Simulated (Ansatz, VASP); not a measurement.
One calculation of Ge, two programs

```xyz
2
Lattice="1.4881 -2.5817 0.0000 1.4881 2.5817 0.0000 0.0000 0.0000 4.7276" Properties=species:S:1:pos:R:3 pbc="T T T"
Ge    1.4881   -0.8600    1.1819
Ge    1.4881    0.8600    3.5457
```

Change from the starting cell: strain -0.0050 x Voigt [0, 1, 0, 0, 0, 0], atoms carried along.

Alike in both runs: task single point; functional PBEsol; k mesh 18 × 18 × 10; occupations gaussian, width 0.15 eV; no spin polarisation.

|  | VASP | Ansatz |
| --- | --- | --- |
| version | VASP 6.6.1 | Ansatz 0.2.0 |
| potentials or method | VASP PAW PBE potentials, release 64 (Ge_d), cutoff 520 eV | scalar-relativistic, plane waves, PAW |
| valence electrons in the cell | 28 | 28 |

|  | VASP | Ansatz | Ansatz less VASP |
| --- | --- | --- | --- |
| gap on the k mesh at the Fermi level (eV) | none | none | - |
| pressure (GPa) | 0.8 | 0.8 | -0.05 |
| traceless stress, the component that is largest in VASP (GPa) | 0.17 | 0.17 | +0.005 |

VASP's potentials were made for PBE, not for PBEsol. A gap of «none» marks a metal or a gap that the smearing closes.
